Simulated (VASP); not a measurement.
Write the native input for VASP 6.6.1 that does the following.

* Task: single point
* Functional: PBE
* Dispersion: D3(BJ)
* Potentials or basis: VASP PAW PBE potentials, release 64 (W_sv, C)
* Cutoff: 520 eV
* k mesh: 2 × 2 × 2
* Occupations: fermi-dirac, width 0.17 eV
* Spin: no spin polarisation
* Dipole correction: no
* Further INCAR settings: LREAL = Auto; ALGO = Normal; EDIFF = 1e-07; NBANDS = 86

The structure of WC lies in POSCAR:

```
WC
1.0
   -2.9500810000     -5.1096900000      0.0000000000
    4.4251220000     -2.5548450000      0.0000000000
    0.0000000000      0.0000000000      5.7915040000
W C
8 8
Direct
    0.7370612883      0.4969559037     -0.0092549362
    0.7466188983      0.5583543744      0.4828624827
    0.4890734242     -0.0050154060      0.0097384030
    0.5169959455      0.0221191451      0.4889403512
    0.2631768063      0.5302662607     -0.0005352668
    0.2659726243      0.4845156326      0.5064832900
   -0.0062099650     -0.0060156307      0.0010187336
   -0.0205426206      0.0134906123      0.4829315494
    0.5155221495      0.6959880650      0.2334454055
    0.5073151735      0.6833983005      0.7536729665
    0.2826196035      0.1826730930      0.2114476654
    0.2364666645      0.1609211710      0.7337644936
    0.0028927500      0.6732772219      0.2161614669
   -0.0005652048      0.6634015062      0.7466281643
    0.7514503547      0.2049524089      0.2158161334
    0.7526816791      0.1505883726      0.7555032337
```

One way to write it, as run:

INCAR

```
PREC = Accurate ; ENCUT = 520
EDIFF = 1E-7 ; ISMEAR = -1
SIGMA = 0.17 ; LREAL = Auto
LASPH = T ; NELM = 60
ALGO = Normal ; ISIF = 2
LWAVE = F ; LCHARG = T
GGA = PE ; IVDW = 12
LELF = T ; LVHAR = T
NBANDS = 86
```

KPOINTS

```
regular mesh
0
Gamma
  2 2 2
```

Potentials or basis: VASP PAW PBE potentials, release 64 (W_sv, C).

The run is started by

```sh
$ cat potpaw_PBE.64/W_sv/POTCAR potpaw_PBE.64/C/POTCAR > POTCAR
$ mpirun -np 1 vasp_std > vasp.out
```

Results of the run:

```json
{
 "Pressure": "-7.3 GPa",
 "Largest force": "6.337 eV/Å",
 "Band gap on the k mesh": "zero (band 72 reaches 10.93 eV, above the bottom of band 73 at 10.80 eV)",
 "Dispersion energy per atom": "-0.439 eV"
}
```

Caveat: the k points lie up to 0.61 Å⁻¹ apart; spin-orbit coupling is left out, which moves the levels of the heavy elements; pairwise dispersion overbinds metals, which lowers pressure and volume; forces of over 1 eV/Å act on the atoms, so gaps and moduli don't describe the material at rest.

It took 3.6 min on 1 thread of Intel(R) Xeon(R) 6975P-C (Granite Rapids), on a shared host, peak memory 0.32 GiB.
